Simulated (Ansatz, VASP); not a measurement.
# Pd in VASP and in Ansatz

```
CELL_PARAMETERS angstrom
0.00000 1.93727 1.93727
1.93727 0.00000 1.93727
1.93727 1.93727 0.00000
ATOMIC_POSITIONS crystal
Pd 0.00000 0.00000 0.00000
```

Alike in both runs: functional PBEsol; k mesh 24 × 24 × 24; no spin polarisation.

Ansatz relaxed the structure, and its values are those at the end. VASP's run is a single point on that final structure, the one shown.

|  | VASP | Ansatz |
| --- | --- | --- |
| version | VASP 6.6.1 | Ansatz 0.2.0 |
| potentials or method | VASP PAW PBE potentials, release 64 (Pd) | plane-wave PAW, scalar-relativistic |
| plane-wave cutoff (eV) | 520 | 420 |
| occupations | methfessel-paxton of order 1, width 0.1 eV | cold, width 0.1 eV |
| valence electrons in the cell | 10 | 18 |

VASP gave:

| Item | Value |
| --- | --- |
| pressure (GPa) | -0.3 |

Q: Estimate Ansatz's values.

A: Pressure (GPa): 0.0.

VASP's potentials were made for PBE, not for PBEsol, and Ansatz warns of the same on its side. VASP's potentials hold 10 valence electrons a cell and Ansatz's 18, so a difference there can come from the potentials and not from the codes.
